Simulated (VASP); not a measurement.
# GaSb (I-4m2) in VASP: further runs, part 2 of 2

VASP 6.6.1. The steps go on from the part before.

**4. Single point, LDA**

INCAR reads:

```
SYSTEM = GaSb
ALGO = Normal ; EDIFF = 1E-6
ENCUT = 520 ; GGA = CA
ISIF = 2 ; ISMEAR = 0
LASPH = .TRUE. ; LCHARG = .FALSE.
LREAL = .FALSE. ; LWAVE = .FALSE.
NBANDS = 16 ; NELM = 100
PREC = Accurate ; SIGMA = 0.15
```

KPOINTS reads:

```
k-points
0
G
  16 16 16
  0 0 0
```

POSCAR reads:

```
GaSb
1.0
   -2.6903114696      2.6903114696      1.6156000000
    2.6903114696     -2.6903114696      1.6156000000
    2.6903114696      2.6903114696     -1.6156000000
Ga Sb
1 1
Direct
    0.2500000000      0.7500000000      0.5000000000
    0.0000000000      0.0000000000      0.0000000000
```

Potentials or basis: VASP PAW LDA potentials, release 64 (Ga_d, Sb).

Run with:

```sh
cat potpaw_LDA.64/Ga_d/POTCAR potpaw_LDA.64/Sb/POTCAR > POTCAR
mpirun -np 1 vasp_std > vasp.out
```

OUTCAR:

```text
SYSTEM = GaSb
   EDIFF = 1E-6
   ENCUT = 520
   GGA = CA
   ISIF = 2
   ISMEAR = 0
   LASPH = .TRUE.
   LREAL = .FALSE.
   NELM = 100
   PREC = Accurate

 ion  position               nearest neighbor table
   1  0.250  0.750  0.500-   2 2.81   2 2.81   2 2.81   2 2.81
   2  0.000  0.000  0.000-   1 2.81   1 2.81   1 2.81   1 2.81

  LATTYP: Found a body centered tetragonal cell.
 ALAT       =     5.3806229392
 C/A-ratio  =     0.6005252619

  Lattice vectors:

 A1 = (  -2.6903114696,   2.6903114696,   1.6156000000)
 A2 = (   2.6903114696,  -2.6903114696,   1.6156000000)
 A3 = (   2.6903114696,   2.6903114696,  -1.6156000000)

Analysis of symmetry for initial positions (statically):
=====================================================================
 Subroutine PRICEL returns:
 Original cell was already a primitive cell.

 Routine SETGRP: Setting up the symmetry group for a
 body centered tetragonal supercell.

 Subroutine GETGRP returns: Found  8 space group operations
 (whereof  8 operations were pure point group operations)
 out of a pool of 16 trial point group operations.

The static configuration has the point symmetry D_2d.

Analysis of symmetry for dynamics (positions and initial velocities):
=====================================================================
 Subroutine PRICEL returns:
 Original cell was already a primitive cell.

 Routine SETGRP: Setting up the symmetry group for a
 body centered tetragonal supercell.

 Subroutine GETGRP returns: Found  8 space group operations
 (whereof  8 operations were pure point group operations)
 out of a pool of 16 trial point group operations.

The dynamic configuration has the point symmetry D_2d.

 Subroutine INISYM returns: Found  8 space group operations
 (whereof  8 operations are pure point group operations),
[... 105 lines left out ...]
   TEBEG  =    0.0;   TEEND  =   0.0 temperature during run
   PSTRESS=    0.0 pullay stress
   NELECT =      18.0000    total number of electrons
   NUPDOWN=      -1.0000    fix difference up-down
   EMIN   =  10.00;   EMAX   =-10.00  energy-range for DOS
   EFERMI =   0.00;   METHOD = LEGACY
   ISMEAR =     0;   SIGMA  =   0.15  broadening in eV -4-tet -1-fermi 0-gaus
   EFERMI_NEDOS =   21; number of points for ismear=-14 and -15
   IALGO  =     38    algorithm
   IMIX   =      4    mixing-type and parameters
     AMIX     =   0.40;   BMIX     =  1.00
     AMIX_MAG =   1.60;   BMIX_MAG =  1.00
  volume/ion in A,a.u.               =      23.39       157.82
  Fermi-wavevector in a.u.,A,eV,Ry     =   1.190783  2.250254 19.292578  1.417964
  Thomas-Fermi vector in A             =   2.326860
   LORBIT       =      0    0 simple, 1 ext, 2 COOP (PROOUT), +10 PAW based schemes
   GGA     = CA    functional components
   LHFCALC =     F    Hartree Fock is set to
   AEXX    =    0.0000 exact exchange contribution
   IVDW    =     0    specifies the selected vdW correction
   LEPSILON=     F    determine dielectric tensor
   LRPA    =     F    only Hartree local field effects (RPA)
 non-spin polarized calculation
 Gauss-broadening in eV      SIGMA  =   0.15
  energy-cutoff  :      520.00
  volume of cell :       46.77
 maximum number of plane-waves:      1278
   NGX = 15   NGY = 15   NGZ = 15

 number of electron      18.0000005 magnetization

 Free energy of the ion-electron system (eV)
  ---------------------------------------------------
  ext. energy  EPLUGINS =         0.00000000
  ---------------------------------------------------
  free energy    TOTEN  =        -8.35491324 eV

  energy without entropy =       -8.34647098  energy(sigma->0) =       -8.35069211

 E-fermi :   6.7434     XC(G=0): -10.5937

 val. band max:        6.7367627342   @ k =  -0.4375   0.4375   0.0000
 cond. band min:       6.7556303241   @ k =   0.5000   0.1250  -0.0000
 fundamental gap:      0.0188675899
 Fermi energy:         6.7433535215

 k-point     1 :       0.0000    0.0000    0.0000
  band No.  band energies     occupation
      1      -8.3363      2.00000
      2      -8.2644      2.00000
      3      -8.2558      2.00000
      4      -8.2371      2.00000
      5      -8.2371      2.00000
      6      -5.4418      2.00000
[... 433 lines left out ...]
      3      -8.2553      2.00000
      4      -8.2372      2.00000
      5      -8.2366      2.00000
      6      -5.4051      2.00000
[... 8 lines left out ...]
     15      16.0949      0.00000
     16      17.3235      0.00000

 [... further k-points ...]
[... 5 lines left out ...]
  --------------------------------------------------------------------------------------
  -------------------------------------------------------------------------------------
  Total       -0.5001759     -0.5001759     -1.0997560      0.0000000      0.0000000      0.0000000
  in kB      -17.1330377    -17.1330377    -37.6710716      0.0000000      0.0000000      0.0000000
  external PRESSURE =     -23.9790490 kB  Pullay stress =       0.0000000 kB

 VOLUME and BASIS-vectors are now :
 -----------------------------------------------------------------------------
  energy-cutoff  :      520.00
  volume of cell :       46.77
      direct lattice vectors                 reciprocal lattice vectors
    -2.690311470  2.690311470  1.615600000     0.000000000  0.185852087  0.309482545
     2.690311470 -2.690311470  1.615600000     0.185852087  0.000000000  0.309482545
     2.690311470  2.690311470 -1.615600000     0.185852087  0.185852087  0.000000000

 POSITION                                       TOTAL-FORCE (eV/Angst)
 -----------------------------------------------------------------------------------
      2.69031      0.00000      0.80780        -0.000000      0.000000      0.000000
      0.00000      0.00000      0.00000         0.000000     -0.000000     -0.000000
 -----------------------------------------------------------------------------------
    total drift:                                0.000000     -0.000000      0.000000

  FREE ENERGIE OF THE ION-ELECTRON SYSTEM (eV)
  ---------------------------------------------------
  free  energy   TOTEN  =        -8.3549132419 eV

  energy  without entropy=       -8.3464709779  energy(sigma->0) =       -8.35069211
```

OSZICAR:

```text
N       E                     dE             d eps       ncg     rms          rms(c)
DAV:   1     0.832470669344E+02    0.83247E+02   -0.82073E+03 11176   0.148E+03
DAV:   2    -0.205628283118E+01   -0.85303E+02   -0.82458E+02 13336   0.318E+02
DAV:   3    -0.828737362391E+01   -0.62311E+01   -0.62065E+01 13576   0.642E+01
DAV:   4    -0.839709231609E+01   -0.10972E+00   -0.10970E+00 13896   0.951E+00
DAV:   5    -0.839965610246E+01   -0.25638E-02   -0.25637E-02 14200   0.131E+00    0.267E+00
DAV:   6    -0.836604031809E+01    0.33616E-01   -0.42915E-02 14608   0.351E+00    0.149E+00
DAV:   7    -0.835537981189E+01    0.10661E-01   -0.13880E-02 16720   0.126E+00    0.244E-01
DAV:   8    -0.835492599208E+01    0.45382E-03   -0.17779E-03 14640   0.542E-01    0.323E-02
DAV:   9    -0.835491375850E+01    0.12234E-04   -0.82663E-05 13768   0.722E-02    0.182E-02
DAV:  10    -0.835491324189E+01    0.51661E-06   -0.74344E-06 14240   0.215E-02
   1 F= -.83549132E+01 E0= -.83506921E+01  d E =-.844226E-02
```

stdout:

```text
POSCAR found type information on POSCAR GaSb
 POSCAR found :  2 types and       2 ions
 scaLAPACK will be used
 LDA part: xc-table for (Slater(with rela. corr.)+CA(PZ))
 , standard interpolation
 POSCAR, INCAR and KPOINTS ok, starting setup
 FFT: planning ... GRIDC
 FFT: planning ... GRID_SOFT
 FFT: planning ... GRID
 WAVECAR not read
 entering main loop
```

Wall time 4.1 min (1 thread of Intel Xeon 8259CL, shared host); peak memory 0.37 GiB.

What came out:

```
Free energy            : -8.3549 eV
Pressure               : -2.4 GPa
Band gap on the k mesh : zero (bands 9 and 10 overlap by 5.11 eV)
```

Caveat: spin-orbit coupling is left out, which moves the levels of the heavy elements.

**5. The runs side by side**

| cell | gap on the mesh (eV) | pressure (GPa) |
| --- | --- | --- |
| a = 4.172 Å, angles 98.1, 98.1, 136.0°, 2 atoms | none | -2.7 |
| a = 4.213 Å, angles 97.4, 97.4, 137.9°, 2 atoms | none | -2.8 |
| a = 4.133 Å, angles 98.8, 98.8, 134.0°, 2 atoms | none | -2.4 |

Alike in all rows: task single point; level LDA; potentials or basis VASP PAW LDA potentials, release 64 (Ga_d, Sb); no spin polarisation; k mesh 16 × 16 × 16; cutoff (eV) 520; smearing gaussian 0.15 eV.

Caveats: spin-orbit coupling is left out, which moves the levels of the heavy elements.

Absolute energies hang on the potentials; compare differences alone.
